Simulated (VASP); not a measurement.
# Si16O (a cell with a defect) in VASP: single point with PBE

Aim: the single point of Si16O (a cell with a defect) with PBE.

All numbers are computed with VASP 6.6.1; they aren't measurements. Logs are shortened: lines on timing, memory, paths and dates and some standing lists are left out, and cuts for length are marked.

### 1 The cell of the first run

The cell holds a defect, 17 atoms: a = 7.679 Å, b = 7.679 Å, c = 7.679 Å, α = 60.00°, β = 60.00°, γ = 60.00°.

### 2 Single point, PBE, collinear spin, ferromagnetic start

File INCAR:

```
ALGO = Normal ; EDIFF = 1E-6
ENCUT = 520 ; GGA = PE
ISIF = 2 ; ISMEAR = -1
ISPIN = 2 ; LASPH = T
LCHARG = T ; LELF = T
LORBIT = 11 ; LREAL = Auto
LVHAR = T ; LWAVE = F
MAGMOM = 0 0 0 0 0 0 0 0 0 0 0 0 0 0 0 0 1 ; NBANDS = 53
NELM = 150 ; PREC = Accurate
SIGMA = 0.05
```

File KPOINTS:

```
k-points
0
Gamma
  2 2 2
```

File POSCAR:

```
Si16O
1.0
    0.0000000000      5.4300000000      5.4300000000
    5.4300000000      0.0000000000      5.4300000000
    5.4300000000      5.4300000000      0.0000000000
Si O
16 1
Direct
    0.0096132597     -0.0125782689      0.0073848987
    0.1232320442      0.0368784530      0.2026611418
    0.0336464088     -0.0594475138      0.5744567219
    0.1478268877      0.1439042357      0.6411970534
    0.1099171271      0.4186832413     -0.0098618785
    0.2447421731      0.6250368324      0.1010589319
    0.0502302026      0.5494935543      0.4575046041
    0.2148434622      0.6102946593      0.6108839779
    0.5091988950      0.0037292818     -0.0130847145
    0.6287016575      0.1181860037      0.1259023941
    0.5230018416      0.0047145488      0.5083609576
    0.6730662983      0.1154235727      0.6135635359
    0.6344198895      0.4962062615     -0.0169981584
    0.7650184162      0.6628268877      0.0903959484
    0.6090331492      0.5028268877      0.4614640884
    0.7147329650      0.6148434622      0.5914548803
    0.2860865562      0.4045211786      1.0620534070
```

Potentials or basis: VASP PAW PBE potentials, release 64 (Si, O).

Command:

```bash
$ cat potpaw_PBE.64/Si/POTCAR potpaw_PBE.64/O/POTCAR > POTCAR
$ mpirun -np 1 vasp_std > vasp.out
```

OUTCAR:

```text
EDIFF = 1E-6
   ENCUT = 520
   GGA = PE
   ISIF = 2
   ISMEAR = -1
   ISPIN = 2
   LASPH = T
   LORBIT = 11
   LREAL = Auto
   NELM = 150
   PREC = Accurate

 ion  position               nearest neighbor table
   1  0.010  0.987  0.007-   2 2.32   4 2.32  10 2.39   6 2.41
   2  0.123  0.037  0.203-   1 2.32   3 2.37   9 2.52   5 2.52
   3  0.034  0.941  0.574-   8 2.14  12 2.33   2 2.37   4 2.47
   4  0.148  0.144  0.641-   1 2.32  11 2.36   3 2.47   7 2.57
   5  0.110  0.419  0.990-  17 1.64  14 2.36   8 2.42   2 2.52   6 2.86   9 3.13
   6  0.245  0.625  0.101-  17 1.71   7 2.29   1 2.41  13 2.45   5 2.86
   7  0.050  0.549  0.458-  16 2.13   6 2.29   8 2.42   4 2.57
   8  0.215  0.610  0.611-   3 2.14   7 2.42   5 2.42  15 2.48
   9  0.509  0.004  0.987-  10 2.34  12 2.36  14 2.38   2 2.52   5 3.13
  10  0.629  0.118  0.126-   9 2.34   1 2.39  11 2.41  17 2.53  13 2.55
  11  0.523  0.005  0.508-  12 2.30   4 2.36  10 2.41  16 2.48
  12  0.673  0.115  0.614-  11 2.30   3 2.33   9 2.36  15 2.47
  13  0.634  0.496  0.983-   6 2.45  16 2.49  14 2.55  10 2.55
  14  0.765  0.663  0.090-   5 2.36  15 2.37   9 2.38  13 2.55
  15  0.609  0.503  0.461-  16 2.18  14 2.37  12 2.47   8 2.48
  16  0.715  0.615  0.591-   7 2.13  15 2.18  11 2.48  13 2.49
  17  0.286  0.405  0.062-   5 1.64   6 1.71  10 2.53

  LATTYP: Found a face centered cubic cell.
 ALAT       =    10.8600000000

  Lattice vectors:

 A1 = (   0.0000000000,   5.4300000000,   5.4300000000)
 A2 = (   5.4300000000,   0.0000000000,   5.4300000000)
 A3 = (   5.4300000000,   5.4300000000,   0.0000000000)

Analysis of symmetry for initial positions (statically):
=====================================================================
 Subroutine PRICEL returns:
 Original cell was already a primitive cell.

 Routine SETGRP: Setting up the symmetry group for a
 face centered cubic supercell.

 Subroutine GETGRP returns: Found  1 space group operations
 (whereof  1 operations were pure point group operations)
 out of a pool of 48 trial point group operations.

The static configuration has the point symmetry C_1 .

Analysis of symmetry for dynamics (positions and initial velocities):
=====================================================================
 Subroutine PRICEL returns:
 Original cell was already a primitive cell.

 Routine SETGRP: Setting up the symmetry group for a
 face centered cubic supercell.

 Subroutine GETGRP returns: Found  1 space group operations
 (whereof  1 operations were pure point group operations)
 out of a pool of 48 trial point group operations.

The dynamic configuration has the point symmetry C_1 .

Analysis of structural, dynamic, and magnetic symmetry:
=====================================================================
 Subroutine PRICEL returns:
 Original cell was already a primitive cell.

 Routine SETGRP: Setting up the symmetry group for a
 face centered cubic supercell.

 Subroutine GETGRP returns: Found  1 space group operations
 (whereof  1 operations were pure point group operations)
 out of a pool of 48 trial point group operations.

The overall configuration has the point symmetry C_1 .

 Subroutine INISYM returns: Found  1 space group operations
 (whereof  1 operations are pure point group operations),
 and found     1 'primitive' translations

----------------------------------------------------------------------------------------

                                     Primitive cell

  volume of cell :     320.2060

  direct lattice vectors                    reciprocal lattice vectors
     0.000000000  5.430000000  5.430000000    -0.092081031  0.092081031  0.092081031
     5.430000000  0.000000000  5.430000000     0.092081031 -0.092081031  0.092081031
     5.430000000  5.430000000  0.000000000     0.092081031  0.092081031 -0.092081031

  length of vectors
     7.679179644  7.679179644  7.679179644     0.159489025  0.159489025  0.159489025

[... 74 lines left out ...]
  0.500000  0.000000  0.500000      1.000000
   k-points           NKPTS =      8   k-points in BZ     NKDIM =      8   number of bands    NBANDS=     53
   number of dos      NEDOS =    301   number of ions     NIONS =     17
   total plane-waves  NPLWV = 216000
   dimension x,y,z NGX =    60 NGY =   60 NGZ =   60
   dimension x,y,z NGXF=   120 NGYF=  120 NGZF=  120
   ions per type =              16   1
   NGX,Y,Z   is equivalent  to a cutoff of  12.99, 12.99, 12.99 a.u.
   NGXF,Y,Z  is equivalent  to a cutoff of  25.98, 25.98, 25.98 a.u.
 SYSTEM =  unknown system
   PREC   = accura    normal or accurate (medium, high low for compatibility)
   ISTART =      0    job   : 0-new  1-cont  2-samecut
   ICHARG =      2    charge: 1-file 2-atom 10-const
   ISPIN  =      2    spin polarized calculation?
   LNONCOLLINEAR =      F non collinear calculations
   LSORBIT =      F    spin-orbit coupling
   LASPH  =      T    aspherical Exc in radial PAW
   ENCUT  =  520.0 eV  38.22 Ry    6.18 a.u.  14.28 14.28 14.28*2*pi/ulx,y,z
   NELM   =    150;   NELMIN=  2; NELMDL= -5     # of ELM steps
   EDIFF  = 0.1E-05   stopping-criterion for ELM
   LREAL  =      T    real-space projection
   EDIFFG = 0.1E-04   stopping-criterion for IOM
   NSW    =      0    number of steps for IOM
   IBRION =     -1    ionic relax: 0-MD 1-quasi-New 2-CG
   NFREE  =      0    steps in history (QN), initial steepest desc. (CG)
   ISIF   =      2    stress and relaxation
   ISYM   =      2    0-nonsym 1-usesym 2-fastsym
   POTIM  = 0.5000    time-step for ionic-motion
   TEBEG  =    0.0;   TEEND  =   0.0 temperature during run
   PSTRESS=    0.0 pullay stress
   NELECT =      70.0000    total number of electrons
   NUPDOWN=      -1.0000    fix difference up-down
   EMIN   =  10.00;   EMAX   =-10.00  energy-range for DOS
   EFERMI =   0.00;   METHOD = LEGACY
   ISMEAR =    -1;   SIGMA  =   0.05  broadening in eV -4-tet -1-fermi 0-gaus
   EFERMI_NEDOS =   21; number of points for ismear=-14 and -15
   IALGO  =     38    algorithm
   IMIX   =      4    mixing-type and parameters
     AMIX     =   0.40;   BMIX     =  1.00
     AMIX_MAG =   1.60;   BMIX_MAG =  1.00
  volume/ion in A,a.u.               =      18.84       127.11
  Fermi-wavevector in a.u.,A,eV,Ry     =   0.986199  1.863645 13.232857  0.972588
  Thomas-Fermi vector in A             =   2.117562
   LORBIT       =     11    0 simple, 1 ext, 2 COOP (PROOUT), +10 PAW based schemes
   GGA     = PE    functional components
   LHFCALC =     F    Hartree Fock is set to
   AEXX    =    0.0000 exact exchange contribution
   IVDW    =     0    specifies the selected vdW correction
   LEPSILON=     F    determine dielectric tensor
   LRPA    =     F    only Hartree local field effects (RPA)
 spin polarized calculation
  energy-cutoff  :      520.00
  volume of cell :      320.21
 maximum number of plane-waves:      8646
 NGX is ok and might be reduce to    60
   NGX = 29   NGY = 29   NGZ = 29

 number of electron      70.0000002 magnetization      -0.0000113

 number of electron      70.0000002 magnetization       0.0000076

 Free energy of the ion-electron system (eV)
  ---------------------------------------------------
  ext. energy  EPLUGINS =         0.00000000
  ---------------------------------------------------
  free energy    TOTEN  =       -89.55423820 eV

  energy without entropy =      -89.54317933  energy(sigma->0) =      -89.54870876

 E-fermi :   6.1764     XC(G=0):  -9.6065

 val. band max:        6.0844100002   @ k =   0.0000   0.0000   0.0000
 cond. band min:       6.2649421362   @ k =   0.0000   0.0000   0.0000
 fundamental gap:      0.1805321360
 Fermi energy:         6.1763814443

 spin component 1

 k-point     1 :       0.0000    0.0000    0.0000
  band No.  band energies     occupation
      1     -14.7871      1.00000
      2      -5.8483      1.00000
      3      -4.2420      1.00000
      4      -3.7628      1.00000
      5      -3.6832      1.00000
      6      -3.2277      1.00000
[... 389 lines left out ...]
     46      10.0360      0.00000
     47      10.2125      0.00000
 Fermi energy:         6.1763814443

 spin component 2

 k-point     1 :       0.0000    0.0000    0.0000
  band No.  band energies     occupation
      1     -14.7871      1.00000
      2      -5.8483      1.00000
      3      -4.2420      1.00000
      4      -3.7628      1.00000
      5      -3.6832      1.00000
      6      -3.2277      1.00000
[... 389 lines left out ...]
     46      10.0360      0.00000
     47      10.2125      0.00000
 [bands above 47 left out]

------------------------ aborting loop because EDIFF is reached ----------------------------------------

  FORCE on cell =-STRESS in cart. coord.  units (eV):
  Direction    XX          YY          ZZ          XY          YZ          ZX
  --------------------------------------------------------------------------------------
  -------------------------------------------------------------------------------------
  Total        7.2469779      5.7582728      0.7766851      3.0263586      5.3313495      0.5422519
  in kB       36.2608544     28.8119954      3.8862082     15.1426363     26.6758492      2.7132024
  external PRESSURE =      22.9863527 kB  Pullay stress =       0.0000000 kB

 VOLUME and BASIS-vectors are now :
 -----------------------------------------------------------------------------
  energy-cutoff  :      520.00
  volume of cell :      320.21
      direct lattice vectors                 reciprocal lattice vectors
     0.000000000  5.430000000  5.430000000    -0.092081031  0.092081031  0.092081031
     5.430000000  0.000000000  5.430000000     0.092081031 -0.092081031  0.092081031
     5.430000000  5.430000000  0.000000000     0.092081031  0.092081031 -0.092081031

 POSITION                                       TOTAL-FORCE (eV/Angst)
 -----------------------------------------------------------------------------------
      5.40180      0.09230      5.41390        -0.506951      0.077522     -0.606226
      1.30070      1.76960      0.86940        -0.271020     -0.413294      2.053325
      8.22650      3.30200      5.28990         1.956129     -1.257480      2.028771
      4.26310      4.28440      1.58410        -0.275686     -0.782013      0.341339
      7.64990      5.97330      2.87030        -0.726793     -1.096415     -1.220605
      3.94270      1.87770      4.72290        -0.184911      0.261478      0.896343
[... 9 lines left out ...]
      6.55020      7.09260      7.21960         4.142821     -0.115921     -0.931794
      2.53350      1.89040      3.75000         0.634937      0.100134      0.387952
 -----------------------------------------------------------------------------------
    total drift:                                0.004000      0.003296     -0.005847

  FREE ENERGIE OF THE ION-ELECTRON SYSTEM (eV)
  ---------------------------------------------------
  free  energy   TOTEN  =       -89.5542382026 eV

  energy  without entropy=      -89.5431793252  energy(sigma->0) =      -89.54870876

 total charge

# of ion       s       p       d       tot
------------------------------------------
    1        0.759   0.914   0.000   1.673
    2        0.762   0.884   0.000   1.646
    3        0.759   0.962   0.000   1.721
    4        0.754   0.890   0.000   1.645
    5        0.750   0.881   0.000   1.631
    6        0.750   0.886   0.000   1.636
[... 9 lines left out ...]
   16        0.755   0.988   0.000   1.743
   17        1.583   3.576   0.000   5.159
--------------------------------------------------
tot         13.703  18.135   0.000  31.838

 magnetization (x)

# of ion       s       p       d       tot
------------------------------------------
    1       -0.000   0.000   0.000   0.000
    2        0.000   0.000   0.000   0.000
    3       -0.000  -0.000   0.000  -0.000
    4       -0.000  -0.000   0.000  -0.000
    5        0.000   0.000   0.000   0.000
    6        0.000   0.000   0.000   0.000
[... 9 lines left out ...]
   16       -0.000   0.000   0.000   0.000
   17       -0.000  -0.000   0.000  -0.000
--------------------------------------------------
tot          0.000  -0.000   0.000  -0.000
```

It took 24 min on 1 thread of Intel Xeon 8259CL, shared host; peak memory 0.72 GiB.

Results:

```
Free energy                                           : -89.5542 eV
Pressure                                              : 2.3 GPa
Largest force                                         : 4.248 eV/Å
Band gap on the k mesh                                : 0.18 eV
Net moment                                            : 0.00 μB per cell
Valence electrons inside the program's atomic spheres : Si 1.67, 1.65, 1.72, 1.63, 1.64, 1.73, 1.70, 1.62, 1.60, 1.66, 1.68, 1.74 (each value once); O 5.16
```

Forces on the atoms (eV/Å):
```
Si  -0.507  0.078 -0.606
Si  -0.271 -0.413  2.053
Si   1.956 -1.257  2.029
Si  -0.276 -0.782  0.341
Si  -0.727 -1.096 -1.221
Si  -0.185  0.261  0.896
Si  -1.481  3.006  1.141
Si  -2.137  1.507 -1.558
Si   0.271  0.581 -0.414
Si   0.724  0.566  1.203
Si  -1.228 -0.219 -0.258
Si   0.708 -0.258  0.329
Si   0.078 -0.351 -0.147
Si  -0.740 -0.446 -1.328
Si  -0.964 -1.160 -1.916
Si   4.143 -0.116 -0.932
O    0.635  0.100  0.388
```

Caveat: the k points lie up to 0.50 Å⁻¹ apart; the atoms stand as in a frame of molecular dynamics; semilocal functionals underestimate gaps, and a narrow one can read as zero.
